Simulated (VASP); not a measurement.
A run of VASP 6.6.1 is set up as follows.

Contents of INCAR:

```
ALGO     = Normal         # electronic algorithm
EDIFF    = 1E-7           # SCF threshold, eV
ENCUT    = 520            # plane-wave cutoff, eV
GGA      = PE             # functional
ISIF     = 2              # what is computed and relaxed
ISMEAR   = 0              # smearing method
LASPH    = True           # aspherical terms in the spheres
LCHARG   = True           # write CHGCAR
LELF     = True           # ELF
LREAL    = False          # projectors in reciprocal space
LVHAR    = True         
LWAVE    = False          # write WAVECAR
NBANDS   = 11             # bands
NELM     = 100            # most SCF steps
PREC     = Accurate       # precision mode
SIGMA    = 0.01           # smearing width, eV
```

KPOINTS

```
k-points
0
Gamma
  6 6 6
```

The input POSCAR:

```
BP
1.0
    0.0000000000      2.2002661989      2.2961117116
    2.2002661989      0.0000000000      2.2961117116
    2.2002661989      2.2002661989      0.0000000000
B P
1 1
Direct
    0.0000000000      0.0000000000      0.0000000000
    0.2500000000      0.2500000000      0.2500000000
```

Potentials or basis: VASP PAW PBE potentials, release 64 (B, P).

Run with:

```bash
$ cat potpaw_PBE.64/B/POTCAR potpaw_PBE.64/P/POTCAR > POTCAR
$ mpirun -np 1 vasp_std > vasp.out
```

**Question.** Estimate the pressure.

**Answer.** 10.0 GPa.

**Question.** What does it give for the band gap on the k mesh?

**Answer.** 0.93 eV, indirect (least direct gap 3.26 eV).

Stress tensor (GPa, compression positive):
```
14.19  0.00  0.00
 0.00 14.19  0.00
 0.00  0.00  1.69
```

Caveat: the cell differs from its parent crystal (epitaxial xy strain -3.0%). A k mesh can miss the band edges.
